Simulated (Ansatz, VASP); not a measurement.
## Al2O3: VASP beside Ansatz

The input INCAR:

```
PREC = Accurate
ENCUT = 520
EDIFF = 1E-8
ISMEAR = -1
SIGMA = 0.02
LREAL = F
LASPH = T
NELM = 100
ALGO = Normal
ISIF = 2
LWAVE = F
LCHARG = F
GGA = PS
LEFG = T
NBANDS = 35
```

KPOINTS

```
Automatic mesh
0
Gamma
  8 8 8
```

Contents of POSCAR:

```
Al2O3
1.0
    2.4025136104      1.3870918797      4.3720844159
   -2.4025136104      1.3870918797      4.3720844159
    0.0000000000     -2.7741837594      4.3720844159
Al O
4 6
Direct
    0.6479040000      0.6479040000      0.6479040000
    0.8520960000      0.8520960000      0.8520960000
    0.1479040000      0.1479040000      0.1479040000
    0.3520960000      0.3520960000      0.3520960000
    0.4438545000      0.0561455000      0.7500000000
    0.9438545000      0.2500000000      0.5561455000
    0.0561455000      0.7500000000      0.4438545000
    0.7500000000      0.4438545000      0.0561455000
    0.2500000000      0.5561455000      0.9438545000
    0.5561455000      0.9438545000      0.2500000000
```

Input for Ansatz:

```yaml
crystal:
  lattice:
    - [2.4025136104, 1.3870918797, 4.3720844159]
    - [-2.4025136104, 1.3870918797, 4.3720844159]
    - [0.0, -2.7741837594, 4.3720844159]
  atoms:
    - { symbol: Al, position: [0.647904, 0.647904, 0.647904] }
    - { symbol: Al, position: [0.852096, 0.852096, 0.852096] }
    - { symbol: Al, position: [0.147904, 0.147904, 0.147904] }
    - { symbol: Al, position: [0.352096, 0.352096, 0.352096] }
    - { symbol: O, position: [0.4438545, 0.0561455, 0.75] }
    - { symbol: O, position: [0.9438545, 0.25, 0.5561455] }
    - { symbol: O, position: [0.0561455, 0.75, 0.4438545] }
    - { symbol: O, position: [0.75, 0.4438545, 0.0561455] }
    - { symbol: O, position: [0.25, 0.5561455, 0.9438545] }
    - { symbol: O, position: [0.5561455, 0.9438545, 0.25] }
kpoints:
  mp_grid: { grid: [8, 8, 8] }
scf:
  occupations: { method: fermi_dirac, width: 0.02 }
  convergence: { dr2_threshold: 1.0e-08 }
hamiltonian:
  xc: pbesol
  pseudopotentials: { kind: paw }
output:
  forces: true
  stress: true
  populations: true
  efg:
    quadrupole_moments_barn: { Al: 0.1466, O: -0.02558 }
    contact_densities: true
  write_density: true
  write_potential: true
  elf: true
  volumetric_format: npy
```

Alike in both runs: task electric field gradients; functional PBEsol; k mesh 8 × 8 × 8; occupations fermi-dirac, width 0.02 eV; no spin polarisation.

|  | VASP | Ansatz |
| --- | --- | --- |
| version | VASP 6.6.1 | Ansatz 0.2.0 |
| potentials or method | VASP PAW PBE potentials, release 64 (Al, O) | plane-wave PAW, scalar-relativistic |
| plane-wave cutoff (eV) | 520 | 420 |
| valence electrons in the cell | 48 | 48 |

VASP gave:

| Quantity | Value |
| --- | --- |
| gap on the k mesh at the Fermi level (eV) | 5.79 |
| pressure (GPa) | -4.8 |
| traceless stress, the component that is largest in VASP (GPa) | -0.13 |
| rms of the force components (eV/Å) | 0.025 |
| size of Vzz on the site where it differs most (V/Å²) | 37.7 |

Problem. What did Ansatz give for the same quantities?

Solution. gap on the k mesh at the Fermi level (eV): 5.78; pressure (GPa): -4.9; traceless stress, the component that is largest in VASP (GPa): -0.07; rms of the force components (eV/Å): 0.022; size of Vzz on the site where it differs most (V/Å²): 38.9.

VASP's potentials were made for PBE, not for PBEsol. Atom by atom the forces differ by 0.002 eV/Å (rms over components). Ansatz's warnings: stress scf threshold loose.
